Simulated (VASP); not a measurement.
# Ta4F: single point with LDA

The system is Ta4F, a slab with vacuum.

```
Ta F
1.0
     3.25285    0.00000    0.00000
     0.00000    3.25285    0.00000
     0.00000    0.00000   20.21340
Ta F
4 1
Direct
  0.50000 0.50000 0.19789
  0.00000 0.00000 0.27835
  0.50000 0.50000 0.35802
  0.00000 0.00000 0.43107
  0.50000 0.50000 0.48817
```

- Program: VASP 6.6.1
- Task: single point
- Functional: LDA
- Potentials or basis: VASP PAW LDA potentials, release 64 (Ta_pv, F)
- Cutoff: 520 eV
- k mesh: 8 × 8 × 1
- Occupations: gaussian, width 0.1 eV
- Spin: no spin polarisation
- Dipole correction: yes
- Further INCAR settings: ALGO = Normal; EDIFF = 1e-06; NBANDS = 34

The largest force is 0.938 eV/Å and the band gap on the k mesh is zero (an odd number of electrons rules out a gap without spin polarisation).

Forces in eV/Å, atoms in the order of the input:
```
Ta   0.000  0.000  0.868
Ta   0.000  0.000 -0.543
Ta   0.000  0.000 -0.938
Ta   0.000  0.000  0.581
F    0.000  0.000  0.032
```

Levels at points of the mesh, in eV from the Fermi level:
```
           k point  band 23  band 24  band 25  band 26  band 27  band 28
(0.00, 0.00, 0.00)    -0.38    -0.16     0.18     0.19     0.19     0.41
(0.50, 0.00, 0.00)    -1.63    -1.20    -0.15     0.02     0.17     0.97
(0.50, 0.50, 0.00)    -1.85    -0.53    -0.50    -0.50     2.20     2.20
```

It took 77 s on 1 thread of Intel(R) Xeon(R) 6975P-C (Granite Rapids), on a shared host, peak memory 0.27 GiB.

Caveat: spin-orbit coupling is left out, which moves the levels of the heavy elements; an odd number of electrons without spin polarisation forces a metal; a magnetic or distorted state may lie lower.
